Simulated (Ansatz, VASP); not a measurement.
# One calculation of Na, two programs

INCAR

```
PREC = Accurate
ENCUT = 520
EDIFF = 1E-6
ISMEAR = -1
SIGMA = 0.05
LREAL = False
LASPH = True
NELM = 80
ALGO = Normal
ISIF = 2
LWAVE = False
LCHARG = True
GGA = PS
LELF = True
LVHAR = True
NBANDS = 10
```

File KPOINTS:

```
Automatic mesh
0
Gamma
  12 12 12
```

File POSCAR:

```
Na
1.0
   -2.1250670667      2.1040267987      2.1040267987
    2.1040267987     -2.1250670667      2.1040267987
    2.1040267987      2.1040267987     -2.1250670667
Na
1
Direct
    0.0000000000      0.0000000000      0.0000000000
```

Input for Ansatz:

```yaml
crystal:
  lattice:
    - [-2.1250670667, 2.1040267987, 2.1040267987]
    - [2.1040267987, -2.1250670667, 2.1040267987]
    - [2.1040267987, 2.1040267987, -2.1250670667]
  atoms:
    - { symbol: Na, position: [0.0, 0.0, 0.0] }
kpoints:
  mp_grid: { grid: [12, 12, 12] }
scf:
  occupations: { method: fermi_dirac, width: 0.05 }
hamiltonian:
  xc: pbesol
  pseudopotentials: { kind: all_electron, lapw: { basis_error: 0.00025 } }
output:
  forces: true
  stress: true
  eigenvalues: true
```

Change from the starting cell: equal xy, yz and zx shear strains of -1 %.

Alike in both runs: task single point; functional PBEsol; k mesh 12 × 12 × 12; occupations fermi-dirac, width 0.05 eV; no spin polarisation.

|  | VASP | Ansatz |
| --- | --- | --- |
| version | VASP 6.6.1 | Ansatz 0.2.0 |
| potentials or method | VASP PAW PBE potentials, release 64 (Na_pv), cutoff 520 eV | all-electron LAPW, scalar-relativistic |

```tsv
	VASP	Ansatz	Ansatz less VASP
pressure (GPa)	-0.2	-0.2	+0.02
```

VASP's potentials were made for PBE, not for PBEsol. Ansatz ran all-electron here, and VASP with PAW potentials.
